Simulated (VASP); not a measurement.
PbS:

```xyz
4
Lattice="3.0052 -3.0052 0.0002 3.0052 3.0052 0.0002 -1.1030 0.0000 10.7783" Properties=species:S:1:pos:R:3 pbc="T T T"
Pb    3.9566    0.0000    6.8205
Pb    0.9508    0.0000    3.9583
S     0.9509    0.0000    6.6241
S     3.9565    0.0000    4.1547
```

- Program: VASP 6.6.1
- Task: relaxation of shape and atoms at fixed volume
- Functional: PBE
- Dispersion: D4
- Potentials or basis: VASP PAW PBE potentials, release 64 (Pb_d, S)
- Cutoff: 500 eV
- k mesh: 6 × 6 × 2
- Occupations: gaussian, width 0.05 eV
- Spin: no spin polarisation

At the start: pressure 0.6 GPa; volume 48.67 Å³/atom.

Question: Where does the relaxation end?

Answer: Over 14 steps the energy falls by 2.2 meV/atom; space group C2/m (No. 12, to 0.1 Å) before and after.

Step by step:
```
step  energy change (eV)  largest force (eV/Å)  pressure (GPa)  volume (Å³)
   1              0.0000                0.1458            0.64       194.69
   2             -0.0041                0.1185            0.47       194.69
   3             -0.0075                0.0667            0.05       194.69
   4             -0.0077                0.0648           -0.08       194.69
   5             -0.0082                0.0353           -0.17       194.69
   6             -0.0083                0.0203           -0.15       194.69
   7             -0.0083                0.0190           -0.15       194.69
   8             -0.0084                0.0167           -0.14       194.69
   9             -0.0085                0.0126           -0.10       194.69
  10             -0.0086                0.0166           -0.03       194.69
  11             -0.0086                0.0097           -0.06       194.69
  12             -0.0087                0.0117           -0.10       194.69
  13             -0.0087                0.0119           -0.11       194.69
  14             -0.0087                0.0023           -0.14       194.69
```

Final structure:
```cif
data_structure
_symmetry_space_group_name_H-M 'P 1'
_symmetry_Int_Tables_number 1
_cell_length_a 4.2756
_cell_length_b 4.2756
_cell_length_c 10.7075
_cell_angle_alpha 94.198
_cell_angle_beta 94.198
_cell_angle_gamma 89.999
_cell_volume 194.69
loop_
_atom_site_label
_atom_site_type_symbol
_atom_site_fract_x
_atom_site_fract_y
_atom_site_fract_z
_atom_site_occupancy
Pb1 Pb 0.77467 0.77467 0.63421 1
Pb2 Pb 0.22533 0.22533 0.36579 1
S1 S 0.27150 0.27150 0.61732 1
S2 S 0.72850 0.72850 0.38268 1
```

Caveat: the relaxation moved the vacuum too, so the length across it says nothing of the material.
